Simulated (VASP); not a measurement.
# Co4Si8H (a cell with a defect) in VASP: relaxation of the atoms with PBE

Aim: the relaxation of the atoms of Co4Si8H (a cell with a defect) with PBE.

Program: VASP 6.6.1. These are calculated values, not measurements. Logs are shortened: lines on timing, memory, paths and dates and some standing lists are left out, and cuts for length are marked.

## (1) The cell of the first run

The cell holds a defect, 13 atoms: a = 5.360 Å, b = 5.360 Å, c = 5.360 Å, α = 90.00°, β = 90.00°, γ = 90.00°.

## (2) Relaxation of the atoms, PBE

Contents of INCAR:

```
SYSTEM = Co4Si8H
ALGO = Normal
EDIFF = 1E-7
EDIFFG = -0.02
ENCUT = 510
GGA = PE
GGA_COMPAT = .False.
IBRION = 2
ISIF = 2
ISMEAR = 1
LASPH = .True.
LCHARG = .False.
LREAL = .False.
LWAVE = .False.
NELM = 120
NELMIN = 4
NSW = 90
PREC = Accurate
SIGMA = 0.1
```

Contents of KPOINTS:

```
k-points
0
Gamma
  3 3 3
  0 0 0
```

Contents of POSCAR:

```
Co4Si8H
1.0
    5.3602887400      0.0000000000      0.0000000000
    0.0000000000      5.3602887400      0.0000000000
    0.0000000000      0.0000000000      5.3602887400
Co Si H
4 8 1
Direct
    0.0000000000      0.0000000000      0.0000000000
    0.0000000000      0.5000000000      0.5000000000
    0.5000000000      0.0000000000      0.5000000000
    0.5000000000      0.5000000000      0.0000000000
    0.2500000000      0.2500000000      0.7500000000
    0.2500000000      0.7500000000      0.2500000000
    0.7500000000      0.2500000000      0.2500000000
    0.7500000000      0.7500000000      0.7500000000
    0.2500000000      0.2500000000      0.2500000000
    0.2500000000      0.7500000000      0.7500000000
    0.7500000000      0.2500000000      0.7500000000
    0.7500000000      0.7500000000      0.2500000000
    0.5000000000      0.5000000000      0.5000000000
```

Potentials or basis: VASP PAW PBE potentials, release 64 (Co_sv, Si, H).

Started as:

```bash
$ cat potpaw_PBE.64/Co_sv/POTCAR potpaw_PBE.64/Si/POTCAR potpaw_PBE.64/H/POTCAR > POTCAR
$ mpirun -np 1 vasp_std > vasp.out
```

OUTCAR:

```text
SYSTEM = Co4Si8H
   EDIFF = 1E-7
   EDIFFG = -0.02
   ENCUT = 510
   GGA = PE
   IBRION = 2
   ISIF = 2
   ISMEAR = 1
   LASPH = .True.
   LREAL = .False.
   NELM = 120
   NELMIN = 4
   NSW = 90
   PREC = Accurate

 ion  position               nearest neighbor table
   1  0.000  0.000  0.000-   5 2.32   6 2.32   7 2.32   8 2.32   9 2.32  10 2.32  11 2.32  12 2.32

   2  0.000  0.500  0.500-   5 2.32   6 2.32   7 2.32   8 2.32   9 2.32  10 2.32  11 2.32  12 2.32

   3  0.500  0.000  0.500-   5 2.32   6 2.32   7 2.32   8 2.32   9 2.32  10 2.32  11 2.32  12 2.32

   4  0.500  0.500  0.000-   5 2.32   6 2.32   7 2.32   8 2.32   9 2.32  10 2.32  11 2.32  12 2.32

   5  0.250  0.250  0.750-   1 2.32   2 2.32   3 2.32   4 2.32   9 2.68  10 2.68  11 2.68   9 2.68
                            10 2.68  11 2.68
   6  0.250  0.750  0.250-   1 2.32   2 2.32   3 2.32   4 2.32   9 2.68  10 2.68  12 2.68  10 2.68
                             9 2.68  12 2.68
   7  0.750  0.250  0.250-   1 2.32   2 2.32   3 2.32   4 2.32   9 2.68  11 2.68  12 2.68  11 2.68
                            12 2.68   9 2.68
   8  0.750  0.750  0.750-   1 2.32   2 2.32   3 2.32   4 2.32  10 2.68  11 2.68  12 2.68  12 2.68
                            11 2.68  10 2.68
   9  0.250  0.250  0.250-   1 2.32   2 2.32   3 2.32   4 2.32   5 2.68   6 2.68   7 2.68   5 2.68
                             6 2.68   7 2.68
  10  0.250  0.750  0.750-   1 2.32   2 2.32   3 2.32   4 2.32   5 2.68   6 2.68   8 2.68   6 2.68
                             5 2.68   8 2.68
  11  0.750  0.250  0.750-   1 2.32   2 2.32   3 2.32   4 2.32   5 2.68   7 2.68   8 2.68   7 2.68
                             8 2.68   5 2.68
  12  0.750  0.750  0.250-   1 2.32   2 2.32   3 2.32   4 2.32   6 2.68   7 2.68   8 2.68   8 2.68
                             7 2.68   6 2.68
  13  0.500  0.500  0.500-

  LATTYP: Found a simple cubic cell.
 ALAT       =     5.3602887400

  Lattice vectors:

 A1 = (   5.3602887400,   0.0000000000,   0.0000000000)
 A2 = (   0.0000000000,   5.3602887400,   0.0000000000)
 A3 = (   0.0000000000,   0.0000000000,   5.3602887400)

Analysis of symmetry for initial positions (statically):
=====================================================================
 Subroutine PRICEL returns:
 Original cell was already a primitive cell.

 Routine SETGRP: Setting up the symmetry group for a
 simple cubic supercell.

 Subroutine GETGRP returns: Found 48 space group operations
 (whereof 48 operations were pure point group operations)
 out of a pool of 48 trial point group operations.

The static configuration has the point symmetry O_h .

Analysis of symmetry for dynamics (positions and initial velocities):
=====================================================================
 Subroutine PRICEL returns:
 Original cell was already a primitive cell.

 Routine SETGRP: Setting up the symmetry group for a
 simple cubic supercell.

 Subroutine GETGRP returns: Found 48 space group operations
 (whereof 48 operations were pure point group operations)
 out of a pool of 48 trial point group operations.

The dynamic configuration has the point symmetry O_h .

 Subroutine INISYM returns: Found 48 space group operations
 (whereof 48 operations are pure point group operations),
 and found     1 'primitive' translations

----------------------------------------------------------------------------------------

                                     Primitive cell

  volume of cell :     154.0155

  direct lattice vectors                    reciprocal lattice vectors
     5.360288740  0.000000000  0.000000000     0.186557114  0.000000000  0.000000000
     0.000000000  5.360288740  0.000000000     0.000000000  0.186557114  0.000000000
     0.000000000  0.000000000  5.360288740     0.000000000  0.000000000  0.186557114

  length of vectors
     5.360288740  5.360288740  5.360288740     0.186557114  0.186557114  0.186557114

  position of ions in fractional coordinates (direct lattice)
     0.000000000  0.000000000  0.000000000
     0.000000000  0.500000000  0.500000000
     0.500000000  0.000000000  0.500000000
     0.500000000  0.500000000  0.000000000
     0.250000000  0.250000000  0.750000000
     0.250000000  0.750000000  0.250000000
     0.750000000  0.250000000  0.250000000
     0.750000000  0.750000000  0.750000000
     0.250000000  0.250000000  0.250000000
     0.250000000  0.750000000  0.750000000
     0.750000000  0.250000000  0.750000000
     0.750000000  0.750000000  0.250000000
     0.500000000  0.500000000  0.500000000

  ion indices of the primitive-cell ions
   primitive index   ion index
                 1           1
                 2           2
                 3           3
                 4           4
                 5           5
                 6           6
                 7           7
                 8           8
                 9           9
                10          10
                11          11
                12          12
                13          13

----------------------------------------------------------------------------------------

 KPOINTS: k-points

Automatic generation of k-mesh.
 Grid dimensions read from file:
 generate k-points for:    3    3    3

 Generating k-lattice:

  Cartesian coordinates                     Fractional coordinates (reciprocal lattice)
     0.062185705  0.000000000  0.000000000     0.333333333  0.000000000  0.000000000
     0.000000000  0.062185705  0.000000000     0.000000000  0.333333333  0.000000000
     0.000000000  0.000000000  0.062185705     0.000000000  0.000000000  0.333333333

  Length of vectors
     0.062185705  0.062185705  0.062185705

  Shift w.r.t. Gamma in fractional coordinates (k-lattice)
     0.000000000  0.000000000  0.000000000

 Subroutine IBZKPT returns following result:
 ===========================================

 Found      4 irreducible k-points:

 Following reciprocal coordinates:
            Coordinates               Weight
  0.000000  0.000000  0.000000      1.000000
  0.333333  0.000000  0.000000      6.000000
  0.333333  0.333333  0.000000     12.000000
  0.333333  0.333333  0.333333      8.000000
   k-points           NKPTS =      4   k-points in BZ     NKDIM =      4   number of bands    NBANDS=     60
   number of dos      NEDOS =    301   number of ions     NIONS =     13
   total plane-waves  NPLWV =  64000
   dimension x,y,z NGX =    40 NGY =   40 NGZ =   40
   dimension x,y,z NGXF=    80 NGYF=   80 NGZF=   80
   ions per type =               4   8   1
   NGX,Y,Z   is equivalent  to a cutoff of  12.41, 12.41, 12.41 a.u.
   NGXF,Y,Z  is equivalent  to a cutoff of  24.81, 24.81, 24.81 a.u.
 SYSTEM =  Co4Si8H
   PREC   = accura    normal or accurate (medium, high low for compatibility)
   ISTART =      0    job   : 0-new  1-cont  2-samecut
   ICHARG =      2    charge: 1-file 2-atom 10-const
   ISPIN  =      1    spin polarized calculation?
   LNONCOLLINEAR =      F non collinear calculations
   LSORBIT =      F    spin-orbit coupling
   LASPH  =      T    aspherical Exc in radial PAW
   ENCUT  =  510.0 eV  37.48 Ry    6.12 a.u.   9.87  9.87  9.87*2*pi/ulx,y,z
   NELM   =    120;   NELMIN=  4; NELMDL= -5     # of ELM steps
   EDIFF  = 0.1E-06   stopping-criterion for ELM
   LREAL  =      F    real-space projection
   EDIFFG = -.2E-01   stopping-criterion for IOM
   NSW    =     90    number of steps for IOM
   IBRION =      2    ionic relax: 0-MD 1-quasi-New 2-CG
   NFREE  =      1    steps in history (QN), initial steepest desc. (CG)
   ISIF   =      2    stress and relaxation
   ISYM   =      2    0-nonsym 1-usesym 2-fastsym
   POTIM  = 0.5000    time-step for ionic-motion
   TEBEG  =    0.0;   TEEND  =   0.0 temperature during run
   PSTRESS=    0.0 pullay stress
   NELECT =     101.0000    total number of electrons
   NUPDOWN=      -1.0000    fix difference up-down
   EMIN   =  10.00;   EMAX   =-10.00  energy-range for DOS
   EFERMI =   0.00;   METHOD = LEGACY
   ISMEAR =     1;   SIGMA  =   0.10  broadening in eV -4-tet -1-fermi 0-gaus
   EFERMI_NEDOS =   21; number of points for ismear=-14 and -15
   IALGO  =     38    algorithm
   IMIX   =      4    mixing-type and parameters
     AMIX     =   0.40;   BMIX     =  1.00
     AMIX_MAG =   1.60;   BMIX_MAG =  1.00
  volume/ion in A,a.u.               =      11.85        79.95
  Fermi-wavevector in a.u.,A,eV,Ry     =   1.422308  2.687773 27.524057  2.022961
  Thomas-Fermi vector in A             =   2.543026
   LORBIT       =      0    0 simple, 1 ext, 2 COOP (PROOUT), +10 PAW based schemes
   GGA     = PE    functional components
   LHFCALC =     F    Hartree Fock is set to
   AEXX    =    0.0000 exact exchange contribution
   IVDW    =     0    specifies the selected vdW correction
   LEPSILON=     F    determine dielectric tensor
   LRPA    =     F    only Hartree local field effects (RPA)
 conjugate gradient relaxation of ions
 non-spin polarized calculation
 Methfessel and Paxton  Order N= 1 SIGMA  =   0.10
  energy-cutoff  :      510.00
  volume of cell :      154.02
 maximum number of plane-waves:      4032
 NGX is ok and might be reduce to    40
   NGX = 19   NGY = 19   NGZ = 19

--------------------------------------- Ionic step        1  -------------------------------------------

 number of electron     101.0000245 magnetization

 Free energy of the ion-electron system (eV)
  ---------------------------------------------------
  ext. energy  EPLUGINS =         0.00000000
  ---------------------------------------------------
  free energy    TOTEN  =       -78.66138090 eV

  energy without entropy =      -78.66911159  energy(sigma->0) =      -78.66395780

------------------------ aborting loop because EDIFF is reached ----------------------------------------

  FORCE on cell =-STRESS in cart. coord.  units (eV):
  Direction    XX          YY          ZZ          XY          YZ          ZX
  --------------------------------------------------------------------------------------
  -------------------------------------------------------------------------------------
  Total        0.9497862      0.9497862      0.9497862      0.0000000      0.0000000     -0.0000000
  in kB        9.8803403      9.8803403      9.8803403      0.0000000      0.0000000     -0.0000000
  external PRESSURE =       9.8803403 kB  Pullay stress =       0.0000000 kB
[... 79 lines left out ...]
  energy  without entropy=      -78.6716307972  energy(sigma->0) =      -78.66710464

--------------------------------------- Ionic step        3  -------------------------------------------

 number of electron     101.0000244 magnetization

 Free energy of the ion-electron system (eV)
  ---------------------------------------------------
  ext. energy  EPLUGINS =         0.00000000
  ---------------------------------------------------
  free energy    TOTEN  =       -78.66553200 eV

  energy without entropy =      -78.67165975  energy(sigma->0) =      -78.66757459

 E-fermi :  10.5652     XC(G=0): -11.9770

 val. band max:       10.4819347334   @ k =   0.3333   0.3333   0.0000
 cond. band min:      10.5996187630   @ k =   0.0000   0.0000   0.0000
 fundamental gap:      0.1176840296
 Fermi energy:        10.5652437774

 k-point     1 :       0.0000    0.0000    0.0000
  band No.  band energies     occupation
      1     -83.9911      2.00000
      2     -83.9910      2.00000
      3     -83.9910      2.00000
      4     -83.9444      2.00000
      5     -47.2981      2.00000
      6     -47.2981      2.00000
[... 281 lines left out ...]
  FREE ENERGIE OF THE ION-ELECTRON SYSTEM (eV)
  ---------------------------------------------------
  free  energy   TOTEN  =       -78.6655320047 eV

  energy  without entropy=      -78.6716597492  energy(sigma->0) =      -78.66757459

 reached required accuracy - stopping structural energy minimisation
```

It took 1.8 min on 1 thread of AMD EPYC 7R13 (Zen 3), shared host; peak memory 0.22 GiB.

What came out:

| Property | Result |
| --- | --- |
| Free energy | -78.6655 eV |
| Energy gained by relaxing | 0.3 meV/atom |
| Ionic steps | 3 |
| Pressure after relaxing | 1.0 GPa |
| Band gap on the k mesh | zero (an odd number of electrons rules out a gap without spin polarisation) |

Step by step:
| step | energy change (eV) | largest force (eV/Å) | pressure (GPa) |
| --- | --- | --- | --- |
| 1 | 0.0000 | 0.1130 | 0.99 |
| 2 | -0.0035 | 0.0459 | 0.99 |
| 3 | -0.0042 | 0.0005 | 1.01 |

Final structure:
```cif
data_structure
_symmetry_space_group_name_H-M 'P 1'
_symmetry_Int_Tables_number 1
_cell_length_a 5.3603
_cell_length_b 5.3603
_cell_length_c 5.3603
_cell_angle_alpha 90.000
_cell_angle_beta 90.000
_cell_angle_gamma 90.000
_cell_volume 154.02
loop_
_atom_site_label
_atom_site_type_symbol
_atom_site_fract_x
_atom_site_fract_y
_atom_site_fract_z
_atom_site_occupancy
Co1 Co 0.00000 0.00000 0.00000 1
Co2 Co 0.00000 0.50000 0.50000 1
Co3 Co 0.50000 0.00000 0.50000 1
Co4 Co 0.50000 0.50000 0.00000 1
Si1 Si 0.25099 0.25099 0.74901 1
Si2 Si 0.25099 0.74901 0.25099 1
Si3 Si 0.74901 0.25099 0.25099 1
Si4 Si 0.74901 0.74901 0.74901 1
Si5 Si 0.25099 0.25099 0.25099 1
Si6 Si 0.25099 0.74901 0.74901 1
Si7 Si 0.74901 0.25099 0.74901 1
Si8 Si 0.74901 0.74901 0.25099 1
H1 H 0.50000 0.50000 0.50000 1
```

Caveat: the k points lie up to 0.39 Å⁻¹ apart, too coarse for converged energies and pressures of a metal; the run has no spin polarisation, though such a crystal can be magnetic. Spin polarisation is off, so any magnetic state and its effect on volume and gap are missing.

The gap in the log of VASP goes by the Fermi energy; the results here count the filled bands.